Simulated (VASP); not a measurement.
# Bi (Im-3m) in VASP: a series of runs, part 2 of 2

VASP 6.6.1. Earlier steps stand in the parts before.

**4. Single point, PBE**

This run uses another cell than the first one, of 31.43 Å³/atom, 1.063 times its volume.

Input file INCAR:

```
SYSTEM = Bi
  PREC = Accurate
  ENCUT = 500
  EDIFF = 1E-6
  ISMEAR = -1
  SIGMA = 0.15
  LREAL = .FALSE.
  LASPH = .TRUE.
  NELM = 120
  ALGO = Normal
  ISIF = 2
  LWAVE = .FALSE.
  LCHARG = .FALSE.
  GGA = PE
  NBANDS = 14
  GGA_COMPAT = .FALSE.
```

Input file KPOINTS:

```
Automatic mesh
0
G
  8 8 8
  0 0 0
```

Input file POSCAR:

```
Bi
1.0
   -1.9879827726      1.9879827726      1.9879827726
    1.9879827726     -1.9879827726      1.9879827726
    1.9879827726      1.9879827726     -1.9879827726
Bi
1
Direct
    0.0000000000      0.0000000000      0.0000000000
```

Potentials or basis: VASP PAW PBE potentials, release 64 (Bi_d).

On the command line:

```bash
> cat potpaw_PBE.64/Bi_d/POTCAR > POTCAR
> mpirun -np 1 vasp_std > vasp.out
```

OUTCAR:

```text
SYSTEM = Bi
   PREC = Accurate
   ENCUT = 500
   EDIFF = 1E-6
   ISMEAR = -1
   LREAL = .FALSE.
   LASPH = .TRUE.
   NELM = 120
   ISIF = 2
   GGA = PE

 ion  position               nearest neighbor table
   1  0.000  0.000  0.000-

  LATTYP: Found a body centered cubic cell.
 ALAT       =     3.9759655452

  Lattice vectors:

 A1 = (  -1.9879827726,   1.9879827726,   1.9879827726)
 A2 = (   1.9879827726,  -1.9879827726,   1.9879827726)
 A3 = (   1.9879827726,   1.9879827726,  -1.9879827726)

Analysis of symmetry for initial positions (statically):
=====================================================================
 Subroutine PRICEL returns:
 Original cell was already a primitive cell.

 Routine SETGRP: Setting up the symmetry group for a
 body centered cubic supercell.

 Subroutine GETGRP returns: Found 48 space group operations
 (whereof 48 operations were pure point group operations)
 out of a pool of 48 trial point group operations.

The static configuration has the point symmetry O_h .

Analysis of symmetry for dynamics (positions and initial velocities):
=====================================================================
 Subroutine PRICEL returns:
 Original cell was already a primitive cell.

 Routine SETGRP: Setting up the symmetry group for a
 body centered cubic supercell.

 Subroutine GETGRP returns: Found 48 space group operations
 (whereof 48 operations were pure point group operations)
 out of a pool of 48 trial point group operations.

The dynamic configuration has the point symmetry O_h .

 Subroutine INISYM returns: Found 48 space group operations
 (whereof 48 operations are pure point group operations),
 and found     1 'primitive' translations

----------------------------------------------------------------------------------------

                                     Primitive cell

  volume of cell :      31.4266

  direct lattice vectors                    reciprocal lattice vectors
    -1.987982773  1.987982773  1.987982773     0.000000000  0.251511234  0.251511234
     1.987982773 -1.987982773  1.987982773     0.251511234  0.000000000  0.251511234
     1.987982773  1.987982773 -1.987982773     0.251511234  0.251511234  0.000000000

  length of vectors
     3.443287167  3.443287167  3.443287167     0.355690598  0.355690598  0.355690598

  position of ions in fractional coordinates (direct lattice)
     0.000000000  0.000000000  0.000000000

  ion indices of the primitive-cell ions
   primitive index   ion index
                 1           1

----------------------------------------------------------------------------------------

 KPOINTS: Automatic mesh

Automatic generation of k-mesh.
 Grid dimensions read from file:
 generate k-points for:    8    8    8

 Generating k-lattice:

  Cartesian coordinates                     Fractional coordinates (reciprocal lattice)
     0.000000000  0.031438904  0.031438904     0.125000000  0.000000000  0.000000000
     0.031438904  0.000000000  0.031438904     0.000000000  0.125000000  0.000000000
     0.031438904  0.031438904  0.000000000     0.000000000  0.000000000  0.125000000

  Length of vectors
     0.044461325  0.044461325  0.044461325

  Shift w.r.t. Gamma in fractional coordinates (k-lattice)
     0.000000000  0.000000000  0.000000000

 Subroutine IBZKPT returns following result:
 ===========================================

 Found     29 irreducible k-points:

 Following reciprocal coordinates:
            Coordinates               Weight
  0.000000  0.000000  0.000000      1.000000
  0.125000  0.000000  0.000000     12.000000
  0.250000  0.000000  0.000000     12.000000
  0.375000  0.000000  0.000000     12.000000
  0.500000  0.000000  0.000000      6.000000
  0.125000  0.125000  0.000000     24.000000
[... 16 lines left out ...]
 -0.250000  0.250000  0.250000      6.000000
 -0.375000  0.375000  0.250000     24.000000
 [... further k-points ...]
   k-points           NKPTS =     29   k-points in BZ     NKDIM =     29   number of bands    NBANDS=     14
   number of dos      NEDOS =    301   number of ions     NIONS =      1
   total plane-waves  NPLWV =  21952
   dimension x,y,z NGX =    28 NGY =   28 NGZ =   28
   dimension x,y,z NGXF=    56 NGYF=   56 NGZF=   56
   ions per type =               1
   NGX,Y,Z   is equivalent  to a cutoff of  13.52, 13.52, 13.52 a.u.
   NGXF,Y,Z  is equivalent  to a cutoff of  27.04, 27.04, 27.04 a.u.
 SYSTEM =  Bi
   PREC   = accura    normal or accurate (medium, high low for compatibility)
   ISTART =      0    job   : 0-new  1-cont  2-samecut
   ICHARG =      2    charge: 1-file 2-atom 10-const
   ISPIN  =      1    spin polarized calculation?
   LNONCOLLINEAR =      F non collinear calculations
   LSORBIT =      F    spin-orbit coupling
   LASPH  =      T    aspherical Exc in radial PAW
   ENCUT  =  500.0 eV  36.75 Ry    6.06 a.u.   6.28  6.28  6.28*2*pi/ulx,y,z
   NELM   =    120;   NELMIN=  2; NELMDL= -5     # of ELM steps
   EDIFF  = 0.1E-05   stopping-criterion for ELM
   LREAL  =      F    real-space projection
   EDIFFG = 0.1E-04   stopping-criterion for IOM
   NSW    =      0    number of steps for IOM
   IBRION =     -1    ionic relax: 0-MD 1-quasi-New 2-CG
   NFREE  =      0    steps in history (QN), initial steepest desc. (CG)
   ISIF   =      2    stress and relaxation
   ISYM   =      2    0-nonsym 1-usesym 2-fastsym
   POTIM  = 0.5000    time-step for ionic-motion
   TEBEG  =    0.0;   TEEND  =   0.0 temperature during run
   PSTRESS=    0.0 pullay stress
   NELECT =      15.0000    total number of electrons
   NUPDOWN=      -1.0000    fix difference up-down
   EMIN   =  10.00;   EMAX   =-10.00  energy-range for DOS
   EFERMI =   0.00;   METHOD = LEGACY
   ISMEAR =    -1;   SIGMA  =   0.15  broadening in eV -4-tet -1-fermi 0-gaus
   EFERMI_NEDOS =   21; number of points for ismear=-14 and -15
   IALGO  =     38    algorithm
   IMIX   =      4    mixing-type and parameters
     AMIX     =   0.40;   BMIX     =  1.00
     AMIX_MAG =   1.60;   BMIX_MAG =  1.00
  volume/ion in A,a.u.               =      31.43       212.08
  Fermi-wavevector in a.u.,A,eV,Ry     =   1.279399  2.417713 22.270853  1.636862
  Thomas-Fermi vector in A             =   2.411887
   LORBIT       =      0    0 simple, 1 ext, 2 COOP (PROOUT), +10 PAW based schemes
   GGA     = PE    functional components
   LHFCALC =     F    Hartree Fock is set to
   AEXX    =    0.0000 exact exchange contribution
   IVDW    =     0    specifies the selected vdW correction
   LEPSILON=     F    determine dielectric tensor
   LRPA    =     F    only Hartree local field effects (RPA)
 non-spin polarized calculation
  energy-cutoff  :      500.00
  volume of cell :       31.43
 maximum number of plane-waves:       814
 NGX is ok and might be reduce to    28
   NGX = 13   NGY = 13   NGZ = 13

 number of electron      14.9999997 magnetization

 Free energy of the ion-electron system (eV)
  ---------------------------------------------------
  ext. energy  EPLUGINS =         0.00000000
  ---------------------------------------------------
  free energy    TOTEN  =        -3.75738489 eV

  energy without entropy =       -3.69747907  energy(sigma->0) =       -3.72743198

 E-fermi :   7.8624     XC(G=0): -10.2459

 val. band max:        7.8370531060   @ k =  -0.2500   0.3750   0.1250
 cond. band min:       8.1154977925   @ k =   0.3750   0.1250   0.0000
 fundamental gap:      0.2784446865
 Fermi energy:         7.8624124543

 k-point     1 :       0.0000    0.0000    0.0000
  band No.  band energies     occupation
      1     -15.2367      2.00000
      2     -15.2367      2.00000
      3     -15.2367      2.00000
      4     -15.1123      2.00000
      5     -15.1123      2.00000
      6      -5.6574      2.00000
      7      12.8440      0.00000
      8      12.8440      0.00000
      9      12.8440      0.00000
     10      16.7988      0.00000
     11      18.2693      0.00000
     12      18.2693      0.00000
     13      18.2693      0.00000
     14      19.4134      0.00000
[... 375 lines left out ...]
 k-point    24 :      -0.3750    0.3750    0.2500
  band No.  band energies     occupation
      1     -15.2010      2.00000
      2     -15.1699      2.00000
      3     -15.1605      2.00000
      4     -15.1204      2.00000
      5     -15.0734      2.00000
      6      -2.4691      2.00000
      7       5.0718      2.00000
      8       7.6548      1.59925
      9       8.2151      0.17394
     10      13.1321      0.00000
     11      17.1279      0.00000
     12      19.3286      0.00000
     13      19.3599      0.00000
     14      23.0952      0.00000

 [... further k-points ...]
[... 5 lines left out ...]
  --------------------------------------------------------------------------------------
  -------------------------------------------------------------------------------------
  Total        0.0789184      0.0789184      0.0789184     -0.0000000     -0.0000000      0.0000000
  in kB        4.0233793      4.0233793      4.0233793     -0.0000000     -0.0000000      0.0000000
  external PRESSURE =       4.0233793 kB  Pullay stress =       0.0000000 kB

 VOLUME and BASIS-vectors are now :
 -----------------------------------------------------------------------------
  energy-cutoff  :      500.00
  volume of cell :       31.43
      direct lattice vectors                 reciprocal lattice vectors
    -1.987982773  1.987982773  1.987982773     0.000000000  0.251511234  0.251511234
     1.987982773 -1.987982773  1.987982773     0.251511234  0.000000000  0.251511234
     1.987982773  1.987982773 -1.987982773     0.251511234  0.251511234  0.000000000

 POSITION                                       TOTAL-FORCE (eV/Angst)
 -----------------------------------------------------------------------------------
      0.00000      0.00000      0.00000        -0.000000      0.000000      0.000000
 -----------------------------------------------------------------------------------
    total drift:                               -0.000000     -0.000000     -0.000000

  FREE ENERGIE OF THE ION-ELECTRON SYSTEM (eV)
  ---------------------------------------------------
  free  energy   TOTEN  =        -3.7573848919 eV

  energy  without entropy=       -3.6974790732  energy(sigma->0) =       -3.72743198
```

stdout:

```text
POSCAR found type information on POSCAR Bi
 POSCAR found :  1 types and       1 ions
 scaLAPACK will be used
 LDA part: xc-table for (Slater+PW92), standard interpolation
 POSCAR, INCAR and KPOINTS ok, starting setup
 FFT: planning ... GRIDC
 FFT: planning ... GRID_SOFT
 FFT: planning ... GRID
 WAVECAR not read
 entering main loop
```

It took 5.6 s on 1 thread of Intel Xeon 6975P-C (Granite Rapids), shared host; peak memory 0.15 GiB.

What came out:

```
Free energy : -3.7574 eV
Pressure    : 0.4 GPa
```

Caveat: spin-orbit coupling is left out, which moves the levels of the heavy elements.

**5. Single point, PBE**

This run uses another cell than the first one, of 32.36 Å³/atom, 1.095 times its volume.

Input file INCAR:

```
SYSTEM = Bi
PREC = Accurate
ENCUT = 500
EDIFF = 1E-6
ISMEAR = -1
SIGMA = 0.15
LREAL = .False.
LASPH = .True.
NELM = 120
ALGO = Normal
ISIF = 2
LWAVE = .False.
LCHARG = .False.
GGA = PE
NBANDS = 14
GGA_COMPAT = .False.
```

Input file KPOINTS:

```
regular mesh
0
Gamma
  8 8 8
  0 0 0
```

Input file POSCAR:

```
Bi
1.0
   -2.0074740427      2.0074740427      2.0074740427
    2.0074740427     -2.0074740427      2.0074740427
    2.0074740427      2.0074740427     -2.0074740427
Bi
1
Direct
    0.0000000000      0.0000000000      0.0000000000
```

On the command line:

```bash
> cat potpaw_PBE.64/Bi_d/POTCAR > POTCAR
> mpirun -np 1 vasp_std > vasp.out
```

Run time: 5.5 s. Hardware: 1 thread of Intel Xeon 6975P-C (Granite Rapids), shared host; peak memory 0.15 GiB.

It converged, with:

| Property | Result |
| --- | --- |
| Free energy | -3.7558 eV |
| Pressure | -1.0 GPa |

Levels at points of the mesh, in eV from the Fermi level:
```
           k point  band 4  band 5  band 6  band 7  band 8  band 9  band 10  band 11  band 12  band 13
(0.00, 0.00, 0.00)  -22.97  -22.97  -13.32    4.78    4.78    4.78     8.57    10.40    10.40    10.40
(0.50, 0.00, 0.00)  -22.97  -22.89  -10.49   -4.91    1.43    3.28     5.77     7.40    12.11    13.42
(0.50, 0.50, 0.50)  -22.91  -22.91   -8.55   -1.79   -1.79   -1.79     3.50     3.50    15.17    17.20
```

Caveat: spin-orbit coupling is left out, which moves the levels of the heavy elements.

**6. Single point, PBE**

This run uses another cell than the first one, of 33.29 Å³/atom, 1.126 times its volume.

Input file INCAR:

```
  PREC = Accurate
  ENCUT = 500
  EDIFF = 1E-6
  ISMEAR = -1
  SIGMA = 0.15
  LREAL = False
  LASPH = True
  NELM = 120
  ALGO = Normal
  ISIF = 2
  LWAVE = False
  LCHARG = False
  GGA = PE
  NBANDS = 14
  GGA_COMPAT = False
```

Input file KPOINTS:

```
regular mesh
0
Gamma
  8 8 8
```

Input file POSCAR:

```
Bi
1.0
   -2.0265939939      2.0265939939      2.0265939939
    2.0265939939     -2.0265939939      2.0265939939
    2.0265939939      2.0265939939     -2.0265939939
Bi
1
Direct
    0.0000000000      0.0000000000      0.0000000000
```

Potentials or basis: VASP PAW PBE potentials, release 64 (Bi_d).

On the command line:

```bash
> cat potpaw_PBE.64/Bi_d/POTCAR > POTCAR
> mpirun -np 1 vasp_std > vasp.out
```

Run time: 5.3 s. Hardware: 1 thread of Intel Xeon 6975P-C (Granite Rapids), shared host; peak memory 0.15 GiB.

The run converged. Its results:

| Item | Value |
| --- | --- |
| Free energy | -3.7465 eV |
| Pressure | -2.2 GPa |

Levels at points of the mesh, in eV from the Fermi level:
```
           k point  band 6  band 7  band 8  band 9  band 10  band 11
(0.00, 0.00, 0.00)  -13.14    4.58    4.58    4.58     8.23    10.38
(0.50, 0.00, 0.00)  -10.46   -4.75    1.38    3.19     5.67     7.33
(0.50, 0.50, 0.50)   -8.64   -1.72   -1.72   -1.72     3.53     3.53
```

Caveat: spin-orbit coupling is left out, which moves the levels of the heavy elements.

**7. Overview**

| cell | gap on the mesh (eV) | pressure (GPa) |
| --- | --- | --- |
| a = 3.374 Å, angles 109.5°, 1 atom | none | 4.1 |
| a = 3.409 Å, angles 109.5°, 1 atom | none | 2.1 |
| a = 3.443 Å, angles 109.5°, 1 atom | none | 0.4 |
| a = 3.477 Å, angles 109.5°, 1 atom | none | -1.0 |
| a = 3.510 Å, angles 109.5°, 1 atom | none | -2.2 |

Alike in all rows: task single point; level PBE; potentials or basis VASP PAW PBE potentials, release 64 (Bi_d); no spin polarisation; k mesh 8 × 8 × 8; cutoff (eV) 500; smearing fermi-dirac 0.15 eV.

Caveats: spin-orbit coupling is left out, which moves the levels of the heavy elements.

Absolute energies hang on the potentials; compare differences alone.
